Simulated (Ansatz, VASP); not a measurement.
# One calculation of Tl, two programs

File INCAR:

```
SYSTEM = Tl
  PREC = Accurate
  ENCUT = 520
  EDIFF = 1E-7
  ISMEAR = -1
  SIGMA = 0.1
  LREAL = .FALSE.
  LASPH = .TRUE.
  NELM = 80
  ALGO = Normal
  ISIF = 2
  LWAVE = .FALSE.
  LCHARG = .FALSE.
  NBANDS = 12
```

Contents of KPOINTS:

```
Automatic mesh
0
G
  13 13 13
  0 0 0
```

Contents of POSCAR:

```
Tl
1.0
   -1.9211838565      1.9211838565      1.9211838565
    1.9211838565     -1.9211838565      1.9211838565
    1.9211838565      1.9211838565     -1.9211838565
Tl
1
Direct
    0.0000000000      0.0000000000      0.0000000000
```

Input for Ansatz:

```yaml
crystal:
  lattice:
    - [-1.9211838565, 1.9211838565, 1.9211838565]
    - [1.9211838565, -1.9211838565, 1.9211838565]
    - [1.9211838565, 1.9211838565, -1.9211838565]
  atoms:
    - { symbol: Tl, position: [0.0, 0.0, 0.0] }
hamiltonian:
  xc: lda
  pseudopotentials:
    kind: paw
    azcp:
      Tl: "pseudopotentials/Tl.paw.azcp"
basis:
  ecutwfc: 420
  fft_grid_basis: typed
kpoints:
  mp_grid: { grid: [13, 13, 13], shift: [0, 0, 0] }
magnetization:
  spin_polarized: false
scf:
  occupations: { method: fermi_dirac, width: 0.1 }
  lower_state_search: "off"
output:
  stress: true
  write_density: true
  write_potential: true
  elf: true
  volumetric_format: npy
```

Alike in both runs: task single point; functional LDA; k mesh 13 × 13 × 13; occupations fermi-dirac, width 0.1 eV; no spin polarisation.

|  | VASP | Ansatz |
| --- | --- | --- |
| version | VASP 6.6.1 | Ansatz 0.2.0 |
| potentials or method | VASP PAW LDA potentials, release 64 (Tl_d), cutoff 520 eV | plane waves (420 eV) with PAW, scalar-relativistic |
| valence electrons in the cell | 13 | 13 |

VASP gave:

```
pressure (GPa) : -1.4
```

Task: Estimate Ansatz's values.

Result: Pressure (GPa): -1.5.

Ansatz warns that its potentials were made for another functional, while VASP's fit it. LDA's correlation is that of Perdew and Zunger in VASP and of Perdew and Wang (1992) in Ansatz.

Neither program's run includes spin-orbit coupling.
